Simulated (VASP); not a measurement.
A run of VASP 6.6.1:

Contents of INCAR:

```
SYSTEM = CaO
PREC     = Accurate       ! precision mode
ENCUT    = 520            ! plane-wave cutoff, eV
EDIFF    = 1E-6           ! SCF threshold, eV
ISMEAR   = -1             ! smearing method
SIGMA    = 0.02           ! smearing width, eV
LREAL    = .False.        ! projectors in reciprocal space
LASPH    = .True.         ! aspherical terms in the spheres
NELM     = 80             ! most SCF steps
ALGO     = Normal         ! electronic algorithm
ISIF     = 2              ! what is computed and relaxed
LWAVE    = .False.        ! write WAVECAR
LCHARG   = .False.        ! write CHGCAR
GGA      = PE             ! functional
NBANDS   = 15             ! bands
```

KPOINTS

```
regular mesh
0
Gamma
  10 10 10
  0 0 0
```

The input POSCAR:

```
CaO
1.0
   -0.0505059998      2.3949951161      2.3949951161
    2.3949951161     -0.0505059998      2.3949951161
    2.3949951161      2.3949951161     -0.0505059998
Ca O
1 1
Direct
    0.0000000000      0.0000000000      0.0000000000
    0.5000000000      0.5000000000      0.5000000000
```

Potentials or basis: VASP PAW PBE potentials, release 64 (Ca_sv, O).

The run is started by

```console
$ cat potpaw_PBE.64/Ca_sv/POTCAR potpaw_PBE.64/O/POTCAR > POTCAR
$ mpirun -np 1 vasp_std > vasp.out
```

Hardware: 1 thread of Intel(R) Xeon(R) Platinum 8375C CPU @ 2.90GHz (Ice Lake), on a shared host.

Q: Estimate the wall time of this run.

A: Run time: 50 s on 1 thread of Intel(R) Xeon(R) Platinum 8375C CPU @ 2.90GHz (Ice Lake), on a shared host, peak memory 0.19 GiB. Counts: scf iterations 12, k points 116.
